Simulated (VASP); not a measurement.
# Bi (Im-3m) in VASP: a series of runs

The runs below take Bi through single point, with PBE.

Everything below comes from runs of VASP 6.6.1. Logs are shortened: lines on timing, memory, paths and dates and some standing lists are left out, and cuts for length are marked.

### 1 The cell of the first run

It takes space group Im-3m (No. 229, cubic). The conventional cell has a = 3.206 Å, b = 3.206 Å, c = 3.206 Å, α = 90.00°, β = 90.00°, γ = 90.00°. Bi (site symmetry m-3m) has 14 Bi at 2.78 to 3.21 Å within 3.7 Å.

### 2 Single point, PBE (volume scaled by 0.52)

The input, INCAR:

```
ALGO = Normal
EDIFF = 1E-6
ENCUT = 520
GGA = PE
ISIF = 2
ISMEAR = -1
LASPH = True
LCHARG = False
LREAL = False
LWAVE = False
NBANDS = 14
NELM = 80
PREC = Accurate
SIGMA = 0.08
```

The input, KPOINTS:

```
k-points
0
Gamma
  13 13 13
```

The input, POSCAR:

```
Bi
1.0
   -1.6029887746      1.6029887746      1.6029887746
    1.6029887746     -1.6029887746      1.6029887746
    1.6029887746      1.6029887746     -1.6029887746
Bi
1
Direct
    0.0000000000      0.0000000000      0.0000000000
```

Potentials or basis: VASP PAW PBE potentials, release 64 (Bi_d).

Command:

```
cat potpaw_PBE.64/Bi_d/POTCAR > POTCAR
mpirun -np 1 vasp_std > vasp.out
```

OUTCAR:

```text
EDIFF = 1E-6
   ENCUT = 520
   GGA = PE
   ISIF = 2
   ISMEAR = -1
   LASPH = True
   LREAL = False
   NELM = 80
   PREC = Accurate

 ion  position               nearest neighbor table
   1  0.000  0.000  0.000-

  LATTYP: Found a body centered cubic cell.
 ALAT       =     3.2059775492

  Lattice vectors:

 A1 = (  -1.6029887746,   1.6029887746,   1.6029887746)
 A2 = (   1.6029887746,  -1.6029887746,   1.6029887746)
 A3 = (   1.6029887746,   1.6029887746,  -1.6029887746)

Analysis of symmetry for initial positions (statically):
=====================================================================
 Subroutine PRICEL returns:
 Original cell was already a primitive cell.

 Routine SETGRP: Setting up the symmetry group for a
 body centered cubic supercell.

 Subroutine GETGRP returns: Found 48 space group operations
 (whereof 48 operations were pure point group operations)
 out of a pool of 48 trial point group operations.

The static configuration has the point symmetry O_h .

Analysis of symmetry for dynamics (positions and initial velocities):
=====================================================================
 Subroutine PRICEL returns:
 Original cell was already a primitive cell.

 Routine SETGRP: Setting up the symmetry group for a
 body centered cubic supercell.

 Subroutine GETGRP returns: Found 48 space group operations
 (whereof 48 operations were pure point group operations)
 out of a pool of 48 trial point group operations.

The dynamic configuration has the point symmetry O_h .

 Subroutine INISYM returns: Found 48 space group operations
 (whereof 48 operations are pure point group operations),
 and found     1 'primitive' translations

----------------------------------------------------------------------------------------

                                     Primitive cell

  volume of cell :      16.4760

  direct lattice vectors                    reciprocal lattice vectors
    -1.602988775  1.602988775  1.602988775     0.000000000  0.311917343  0.311917343
     1.602988775 -1.602988775  1.602988775     0.311917343  0.000000000  0.311917343
     1.602988775  1.602988775 -1.602988775     0.311917343  0.311917343  0.000000000

  length of vectors
     2.776458002  2.776458002  2.776458002     0.441117737  0.441117737  0.441117737

  position of ions in fractional coordinates (direct lattice)
     0.000000000  0.000000000  0.000000000

[... 81 lines left out ...]
   ISIF   =      2    stress and relaxation
   ISYM   =      2    0-nonsym 1-usesym 2-fastsym
   POTIM  = 0.5000    time-step for ionic-motion
   TEBEG  =    0.0;   TEEND  =   0.0 temperature during run
   PSTRESS=    0.0 pullay stress
   NELECT =      15.0000    total number of electrons
   NUPDOWN=      -1.0000    fix difference up-down
   EMIN   =  10.00;   EMAX   =-10.00  energy-range for DOS
   EFERMI =   0.00;   METHOD = LEGACY
   ISMEAR =    -1;   SIGMA  =   0.08  broadening in eV -4-tet -1-fermi 0-gaus
   EFERMI_NEDOS =   21; number of points for ismear=-14 and -15
   IALGO  =     38    algorithm
   IMIX   =      4    mixing-type and parameters
     AMIX     =   0.40;   BMIX     =  1.00
     AMIX_MAG =   1.60;   BMIX_MAG =  1.00
  volume/ion in A,a.u.               =      16.48       111.19
  Fermi-wavevector in a.u.,A,eV,Ry     =   1.586675  2.998382 34.253198  2.517539
  Thomas-Fermi vector in A             =   2.685950
   LORBIT       =      0    0 simple, 1 ext, 2 COOP (PROOUT), +10 PAW based schemes
   GGA     = PE    functional components
   LHFCALC =     F    Hartree Fock is set to
   AEXX    =    0.0000 exact exchange contribution
   IVDW    =     0    specifies the selected vdW correction
   LEPSILON=     F    determine dielectric tensor
   LRPA    =     F    only Hartree local field effects (RPA)
 non-spin polarized calculation
  energy-cutoff  :      520.00
  volume of cell :       16.48
 maximum number of plane-waves:       458
 NGX is ok and might be reduce to    24
   NGX = 11   NGY = 11   NGZ = 11

 number of electron      14.9999999 magnetization

 Free energy of the ion-electron system (eV)
  ---------------------------------------------------
  ext. energy  EPLUGINS =         0.00000000
  ---------------------------------------------------
  free energy    TOTEN  =         0.19805343 eV

  energy without entropy =        0.20161749  energy(sigma->0) =        0.19983546

 E-fermi :  19.0895     XC(G=0): -13.7229

 val. band max:       19.0590780782   @ k =   0.1538   0.1538   0.1538
 cond. band min:      19.1309721203   @ k =  -0.4615  -0.4615   0.0769
 fundamental gap:      0.0718940422
 Fermi energy:        19.0895376463

 k-point     1 :       0.0000    0.0000    0.0000
  band No.  band energies     occupation
      1      -5.8306      2.00000
      2      -5.8306      2.00000
      3      -5.8306      2.00000
      4      -5.0021      2.00000
      5      -5.0021      2.00000
      6      -1.4497      2.00000
      7      28.2448      0.00000
      8      28.2448      0.00000
      9      28.2448      0.00000
     10      30.4454      0.00000
     11      30.4454      0.00000
     12      30.4454      0.00000
     13      35.0693      0.00000
     14      35.0693      0.00000
[... 377 lines left out ...]
      1      -6.0248      2.00000
      2      -5.8564      2.00000
      3      -5.1020      2.00000
      4      -5.0131      2.00000
      5      -4.9671      2.00000
      6       2.4974      2.00000
      7      16.2392      2.00000
      8      21.1253      0.00000
      9      22.2348      0.00000
     10      30.2917      0.00000
     11      31.5916      0.00000
     12      34.1093      0.00000
     13      35.0434      0.00000
     14      37.7948      0.00000

 [... further k-points ...]

------------------------ aborting loop because EDIFF is reached ----------------------------------------

  FORCE on cell =-STRESS in cart. coord.  units (eV):
  Direction    XX          YY          ZZ          XY          YZ          ZX
  --------------------------------------------------------------------------------------
  -------------------------------------------------------------------------------------
  Total       15.9848529     15.9848529     15.9848529      0.0000000      0.0000000      0.0000000
  in kB     1554.4179090   1554.4179090   1554.4179090      0.0000000      0.0000000      0.0000000
  external PRESSURE =    1554.4179090 kB  Pullay stress =       0.0000000 kB

 VOLUME and BASIS-vectors are now :
 -----------------------------------------------------------------------------
  energy-cutoff  :      520.00
  volume of cell :       16.48
      direct lattice vectors                 reciprocal lattice vectors
    -1.602988775  1.602988775  1.602988775     0.000000000  0.311917343  0.311917343
     1.602988775 -1.602988775  1.602988775     0.311917343  0.000000000  0.311917343
     1.602988775  1.602988775 -1.602988775     0.311917343  0.311917343  0.000000000

 POSITION                                       TOTAL-FORCE (eV/Angst)
 -----------------------------------------------------------------------------------
      0.00000      0.00000      0.00000        -0.000000      0.000000      0.000000
 -----------------------------------------------------------------------------------
    total drift:                                0.000000      0.000000     -0.000000

  FREE ENERGIE OF THE ION-ELECTRON SYSTEM (eV)
  ---------------------------------------------------
  free  energy   TOTEN  =         0.1980534272 eV

  energy  without entropy=        0.2016174850  energy(sigma->0) =        0.19983546
```

OSZICAR:

```text
N       E                     dE             d eps       ncg     rms          rms(c)
DAV:   1     0.114702364479E+03    0.11470E+03   -0.75456E+03  2458   0.153E+03
DAV:   2     0.539227128529E+01   -0.10931E+03   -0.10487E+03  2634   0.362E+02
DAV:   3     0.210462004864E+00   -0.51818E+01   -0.51576E+01  2940   0.742E+01
DAV:   4     0.115760033343E+00   -0.94702E-01   -0.94677E-01  2916   0.994E+00
DAV:   5     0.112534726442E+00   -0.32253E-02   -0.32253E-02  3176   0.174E+00    0.155E+00
DAV:   6     0.166991388498E+00    0.54457E-01   -0.10186E-02  3436   0.173E+00    0.862E-01
DAV:   7     0.197558326696E+00    0.30567E-01   -0.11927E-02  3528   0.173E+00    0.869E-02
DAV:   8     0.198027727545E+00    0.46940E-03   -0.58765E-04  3150   0.370E-01    0.128E-02
DAV:   9     0.198046033870E+00    0.18306E-04   -0.20345E-05  2996   0.866E-02    0.756E-03
DAV:  10     0.198053330474E+00    0.72966E-05   -0.15526E-06  2602   0.198E-02    0.662E-04
DAV:  11     0.198053427211E+00    0.96736E-07   -0.32313E-07  1644   0.740E-03
   1 F= 0.19805343E+00 E0= 0.19983546E+00  d E =-.356406E-02
```

It took 22 s on 1 thread of Intel Xeon 8259CL, shared host; peak memory 0.15 GiB.

Results:

* Free energy: 0.1981 eV
* Pressure: 155.4 GPa

Levels at points of the mesh, in eV from the Fermi level:
| k point | band 5 | band 6 | band 7 | band 8 | band 9 | band 10 | band 11 | band 12 |
| --- | --- | --- | --- | --- | --- | --- | --- | --- |
| (0.00, 0.00, 0.00) | -24.09 | -20.54 | 9.16 | 9.16 | 9.16 | 11.36 | 11.36 | 11.36 |

Caveat: spin-orbit coupling is left out, which moves the levels of the heavy elements.

### 3 Single point, PBE (volume scaled by 0.6)

The input, INCAR:

```
  PREC = Accurate
  ENCUT = 520
  EDIFF = 1E-6
  ISMEAR = -1
  SIGMA = 0.08
  LREAL = False
  LASPH = True
  NELM = 60
  ALGO = Normal
  ISIF = 2
  LWAVE = False
  LCHARG = False
  GGA = PE
  NBANDS = 14
```

The input, KPOINTS:

```
Automatic mesh
0
Gamma
  13 13 13
```

The input, POSCAR:

```
Bi
1.0
   -1.6813047890      1.6813047890      1.6813047890
    1.6813047890     -1.6813047890      1.6813047890
    1.6813047890      1.6813047890     -1.6813047890
Bi
1
Direct
    0.0000000000      0.0000000000      0.0000000000
```

Potentials or basis: VASP PAW PBE potentials, release 64 (Bi_d).

Command:

```
cat potpaw_PBE.64/Bi_d/POTCAR > POTCAR
mpirun -np 1 vasp_std > vasp.out
```

OUTCAR:

```text
PREC = Accurate
   ENCUT = 520
   EDIFF = 1E-6
   ISMEAR = -1
   LREAL = False
   LASPH = True
   NELM = 60
   ISIF = 2
   GGA = PE

 ion  position               nearest neighbor table
   1  0.000  0.000  0.000-

  LATTYP: Found a body centered cubic cell.
 ALAT       =     3.3626095780

  Lattice vectors:

 A1 = (  -1.6813047890,   1.6813047890,   1.6813047890)
 A2 = (   1.6813047890,  -1.6813047890,   1.6813047890)
[... 585 lines left out ...]
     12      29.8366      0.00000
     13      31.3024      0.00000
     14      33.7203      0.00000

 [... further k-points ...]

------------------------ aborting loop because EDIFF is reached ----------------------------------------

  FORCE on cell =-STRESS in cart. coord.  units (eV):
  Direction    XX          YY          ZZ          XY          YZ          ZX
  --------------------------------------------------------------------------------------
  -------------------------------------------------------------------------------------
  Total       10.2173230     10.2173230     10.2173230      0.0000000     -0.0000000      0.0000000
  in kB      861.0896399    861.0896399    861.0896399      0.0000000     -0.0000000      0.0000000
  external PRESSURE =     861.0896399 kB  Pullay stress =       0.0000000 kB

 VOLUME and BASIS-vectors are now :
 -----------------------------------------------------------------------------
  energy-cutoff  :      520.00
  volume of cell :       19.01
      direct lattice vectors                 reciprocal lattice vectors
    -1.681304789  1.681304789  1.681304789     0.000000000  0.297388078  0.297388078
     1.681304789 -1.681304789  1.681304789     0.297388078  0.000000000  0.297388078
     1.681304789  1.681304789 -1.681304789     0.297388078  0.297388078  0.000000000

 POSITION                                       TOTAL-FORCE (eV/Angst)
 -----------------------------------------------------------------------------------
      0.00000      0.00000      0.00000         0.000000     -0.000000      0.000000
 -----------------------------------------------------------------------------------
    total drift:                                0.000000      0.000000      0.000000

  FREE ENERGIE OF THE ION-ELECTRON SYSTEM (eV)
  ---------------------------------------------------
  free  energy   TOTEN  =        -1.6582440770 eV

  energy  without entropy=       -1.6517402991  energy(sigma->0) =       -1.65499219
```

Wall time 23 s (1 thread of Intel Xeon 8259CL, shared host); peak memory 0.15 GiB.

What came out:

```yaml
Free_energy: -1.6582 eV
Pressure: 86.1 GPa
```

Caveat: spin-orbit coupling is left out, which moves the levels of the heavy elements.
